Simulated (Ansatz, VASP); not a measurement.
# One calculation of Mo2Se3, two programs

```
Mo Se
1.0
     4.73765    0.00000    0.00000
     0.00000    4.73765    0.00000
     0.00000    0.00000    5.28397
Mo Se
2 3
Direct
  0.00000 0.00000 0.00000
  0.00000 0.00000 0.50000
  0.00000 0.50000 0.00000
  0.50000 0.00000 0.00000
  0.50000 0.50000 0.50000
```

Alike in both runs: functional PBE; k mesh 8 × 8 × 8; occupations gaussian, width 0.1 eV; collinear spin.

Ansatz relaxed the structure, and its values are those at the end. VASP's run is a single point on that final structure, the one shown.

```csv
,VASP,Ansatz
version,VASP 6.6.1,Ansatz 0.2.0
potentials or method,"VASP PAW PBE potentials, release 64 (Mo_sv, Se), cutoff 520 eV","scalar-relativistic, plane waves, PAW"
valence electrons in the cell,46,76
```

VASP gave:

| Item | Value |
| --- | --- |
| gap on the k mesh at the Fermi level (eV) | none |
| pressure (GPa) | 0.1 |
| net moment per atom (μB) | 0.46 |
| size of the moment on the site where the two differ most (μB) | 2.54 |

**Question.** What did Ansatz give for the same quantities?

**Answer.** gap on the k mesh at the Fermi level (eV): none; pressure (GPa): 0.0; net moment per atom (μB): 0.45; size of the moment on the site where the two differ most (μB): 2.21.

Site moments also hang on the region over which each program counts them. A gap of «none» marks a metal or a gap that the smearing closes. VASP's potentials hold 46 valence electrons a cell and Ansatz's 76, so a difference there can come from the potentials and not from the codes.
